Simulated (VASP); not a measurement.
# Ag (P1) in VASP: further runs, part 2 of 2

VASP 6.6.1. Earlier steps stand in the parts before.

### 3 Single point, PBE

INCAR reads:

```
ALGO = Normal
EDIFF = 1E-6
ENCUT = 400
GGA = PE
GGA_COMPAT = F
ISIF = 2
ISMEAR = -1
ISYM = -1
KPAR = 1
LASPH = T
LCHARG = F
LREAL = Auto
LWAVE = F
NBANDS = 198
NELM = 120
PREC = Accurate
SIGMA = 0.05
```

KPOINTS reads:

```
explicit points
4
Reciprocal
  0.25000000   0.25000000   0.25000000 2
  0.25000000   0.25000000   0.75000000 2
  0.25000000   0.75000000   0.25000000 2
  0.25000000   0.75000000   0.75000000 2
```

POSCAR reads:

```
Ag
1.0
   -6.6718109981      6.6718109981      0.0000000000
   -6.6718109981      0.0000000000      6.6718109981
    0.0000000000      6.6718109981      6.6718109981
Ag
32
Direct
   -0.0048416390     -0.0213496006      0.0133935898
    0.5119883493     -0.0309457957      0.0003137829
    0.0013718164      0.5075795014     -0.0237087801
    0.1213248547      0.1134536785      0.1271243295
    0.4905302325      0.5234966939     -0.0295245174
    0.6218083817      0.1254020835      0.1401619441
    0.1258524860      0.6162754013      0.1165247337
    0.2844239743      0.2484652219      0.2176950157
    1.0073662911     -0.0090419977      0.5011041981
    0.6433260027      0.6187929336      0.1166928290
    0.7460590537      0.2434440964      0.2557951657
    0.2621340743      0.7485580754      0.2467351069
    0.3676970167      0.3773218397      0.3831090240
    0.5034827877      0.0050825780      0.5206836646
    0.0146954103      0.4938698055      0.4908727182
    0.1164844148      0.1328369464      0.6194262699
    0.7597904079      0.7607652557      0.2346842560
    0.8781915437      0.3650551553      0.3765355465
    0.3764857099      0.8828759540      0.3656753018
    0.4956019439      0.5065560911      0.4997952581
    0.6268041018      0.1380113286      0.6218153514
    0.1199769448      0.6437461285      0.6021643151
    0.2511312147      0.2625790809      0.7429186770
    0.8824013453      0.8654157022      0.3744599481
    0.6446896504      0.6295292989      0.6029423647
    0.7324362907      0.2499187253      0.7743790256
    0.2434265600      0.7573438458      0.7395903453
    0.3752469158      0.3603223324      0.8768369640
    0.7497282224      0.7522455300      0.7337833763
    0.8643927416      0.3698021423      0.8981362035
    0.3555139677      0.8933153235      0.8875755026
    0.8866110718      0.8697738143      0.8608333632
```

Potentials or basis: VASP PAW PBE potentials, release 64 (Ag).

Launch:

```bash
> cat potpaw_PBE.64/Ag/POTCAR > POTCAR
> mpirun -np 4 vasp_std > vasp.out
```

Wall time 95 s (4 MPI ranks of Intel Xeon 6975P-C (Granite Rapids), shared host); peak memory 0.29 GiB.

Results (log left out):

```yaml
Free_energy: -84.9171 eV
Pressure: -1.6 GPa
Largest_force: 1.447 eV/Å
Band_gap_on_the_k_mesh: zero (bands 176 and 177 overlap by 0.68 eV)
```

Forces on the atoms (eV/Å):
```
Ag  -0.323 -0.471  0.099
Ag  -0.771 -0.028  0.648
Ag  -0.060  0.595 -0.093
Ag  -0.395 -0.126  0.184
Ag   0.091  0.392  0.048
Ag  -0.254  0.182 -0.396
Ag  -0.007  0.178 -0.014
Ag   0.995 -0.169  1.037
Ag  -0.332 -0.527  0.260
Ag   0.506  0.071 -0.131
Ag  -0.052  0.252  0.237
Ag   0.146 -0.085 -0.325
Ag  -0.369 -0.047 -0.530
Ag   0.295 -0.372 -0.354
Ag   0.317 -0.226  0.242
Ag  -0.022  0.178 -0.036
Ag   0.365 -0.071 -0.148
Ag  -0.192  0.004  0.085
Ag  -0.134  0.390  0.108
Ag  -0.153 -0.016  0.007
Ag  -0.030  0.349  0.091
Ag   0.410  0.602 -0.188
Ag   0.375 -0.235  0.078
Ag  -0.116 -0.047  0.088
Ag   0.293 -0.264 -0.106
Ag  -0.405  0.078 -0.330
Ag  -0.287  0.506 -0.236
Ag  -0.366 -0.408 -0.080
Ag   0.176  0.254  0.527
Ag  -0.023 -0.336 -0.544
Ag   0.138 -0.351 -0.623
Ag   0.182 -0.254  0.396
```

Stress tensor (GPa, compression positive):
```
-1.64  0.45  0.65
 0.45 -1.56 -0.33
 0.65 -0.33 -1.68
```

Levels at points of the mesh, in eV from the Fermi level:
| k point | band 173 | band 174 | band 175 | band 176 | band 177 | band 178 |
| --- | --- | --- | --- | --- | --- | --- |
| (0.25, 0.25, 0.25) | -1.02 | -1.00 | -0.95 | -0.66 | -0.63 | -0.59 |

Caveat: the atoms stand as in a frame of molecular dynamics; forces of over 1 eV/Å act on the atoms, so gaps and moduli don't describe the material at rest.

### 4 Single point, PBE

INCAR reads:

```
PREC     = Accurate       # precision mode
ENCUT    = 400            # plane-wave cutoff, eV
EDIFF    = 1E-6           # SCF threshold, eV
ISMEAR   = -1             # smearing method
SIGMA    = 0.05           # smearing width, eV
LREAL    = Auto         
LASPH    = True           # aspherical terms in the spheres
NELM     = 120            # most SCF steps
ALGO     = Normal         # electronic algorithm
ISIF     = 2              # what is computed and relaxed
LWAVE    = False          # write WAVECAR
LCHARG   = False          # write CHGCAR
GGA      = PE             # functional
NBANDS   = 198            # bands
GGA_COMPAT= False        
ISYM     = -1           
KPAR     = 1
```

KPOINTS is that of step 3.

POSCAR reads:

```
Ag
1.0
   -6.6718109981      6.6718109981      0.0000000000
   -6.6718109981      0.0000000000      6.6718109981
    0.0000000000      6.6718109981      6.6718109981
Ag
32
Direct
   -0.0065989579     -0.0367141695      0.0128019214
    0.5092239575     -0.0204599621      0.0072259241
    0.0059940997      0.4946693635     -0.0282778544
    0.1225214564      0.1130355761      0.1198239879
    0.5041903167      0.5204019570     -0.0347206328
    0.6402969900      0.1241605166      0.1252252949
    0.1210563369      0.6089298694      0.1232151211
    0.2749604269      0.2312447101      0.2411073995
    1.0079983534      0.0046219085      0.4843065100
    0.6535575575      0.6010160511      0.1171219479
    0.7398447740      0.2368608014      0.2623059167
    0.2593682586      0.7501579408      0.2449450382
    0.3685679197      0.3923130467      0.3673818849
    0.4980806562      0.0066383775      0.5275420723
    0.0068863611      0.4833664354      0.4954145885
    0.1255097005      0.1273980933      0.6080735802
    0.7638782785      0.7631445947      0.2323263504
    0.8813801832      0.3677622164      0.3807463972
    0.3786782930      0.8867592325      0.3683103434
    0.5052511981      0.5166268201      0.4985347308
    0.6308500048      0.1391578689      0.6164603585
    0.1372834902      0.6402875473      0.5981697475
    0.2405397875      0.2704052918      0.7403388677
    0.8942859745      0.8535042437      0.3793370347
    0.6582107169      0.6203259507      0.6011867694
    0.7209803307      0.2559205440      0.7741491031
    0.2455453250      0.7589393647      0.7335257251
    0.3734443318      0.3603457893      0.8747699840
    0.7375803963      0.7587179855      0.7325887981
    0.8682608068      0.3693589343      0.8767938723
    0.3412933161      0.8932819742      0.8886896679
    0.8799983995      0.8504109306      0.8698098615
```

Launch:

```bash
> cat potpaw_PBE.64/Ag/POTCAR > POTCAR
> mpirun -np 4 vasp_std > vasp.out
```

Wall time 1.7 min (4 MPI ranks of Intel Xeon 6975P-C (Granite Rapids), shared host); peak memory 0.29 GiB.

The run converged. Its results:

```yaml
Free_energy: -84.7081 eV
Pressure: -1.3 GPa
Largest_force: 0.952 eV/Å
Band_gap_on_the_k_mesh: zero (bands 176 and 177 overlap by 0.67 eV)
```

Forces in eV/Å, atoms in the order of the input:
```
Ag  -0.656 -0.443  0.235
Ag  -0.206 -0.159 -0.049
Ag  -0.054  0.640 -0.130
Ag  -0.337 -0.282  0.096
Ag   0.390  0.094  0.297
Ag   0.478 -0.349  0.289
Ag  -0.130  0.438 -0.511
Ag  -0.239 -0.554  0.490
Ag   0.249  0.016  0.138
Ag   0.202 -0.332  0.419
Ag  -0.462  0.281 -0.043
Ag  -0.254  0.017 -0.329
Ag  -0.034  0.193 -0.382
Ag   0.055 -0.444 -0.563
Ag  -0.494  0.384  0.209
Ag   0.210  0.373  0.289
Ag   0.778 -0.126 -0.016
Ag   0.023 -0.432 -0.175
Ag   0.208  0.536 -0.267
Ag   0.162 -0.125 -0.319
Ag   0.115  0.363  0.360
Ag   0.558  0.018  0.095
Ag   0.223 -0.076 -0.315
Ag  -0.057 -0.346  0.161
Ag   0.306 -0.626  0.229
Ag  -0.458  0.184 -0.814
Ag  -0.062  0.653  0.019
Ag   0.005 -0.176  0.414
Ag   0.046  0.512  0.576
Ag   0.111  0.141 -0.149
Ag  -0.342  0.120 -0.425
Ag  -0.333 -0.496  0.173
```

Stress tensor (GPa, compression positive):
```
-1.30  0.41  0.56
 0.41 -1.37 -0.52
 0.56 -0.52 -1.30
```

Levels at points of the mesh, in eV from the Fermi level:
| k point | band 173 | band 174 | band 175 | band 176 | band 177 | band 178 |
| --- | --- | --- | --- | --- | --- | --- |
| (0.25, 0.25, 0.25) | -1.04 | -1.00 | -0.90 | -0.68 | -0.62 | -0.54 |

Caveat: the atoms stand as in a frame of molecular dynamics.

### 5 The runs side by side

```tsv
cell	gap on the mesh (eV)	pressure (GPa)	largest force (eV/Å)
as given, atomic positions A	none	-2.0	1.20
as given, atomic positions B	none	-1.6	1.45
as given, atomic positions C	none	-1.3	0.95
```

Alike in all rows: task single point; level PBE; potentials or basis VASP PAW PBE potentials, release 64 (Ag); no spin polarisation; k mesh 2 × 2 × 2, shifted; cutoff (eV) 400; smearing fermi-dirac 0.05 eV.

Caveats: the atoms stand as in a frame of molecular dynamics; forces of over 1 eV/Å act on the atoms, so gaps and moduli don't describe the material at rest (at least some runs).

Absolute energies hang on the potentials; compare differences alone.
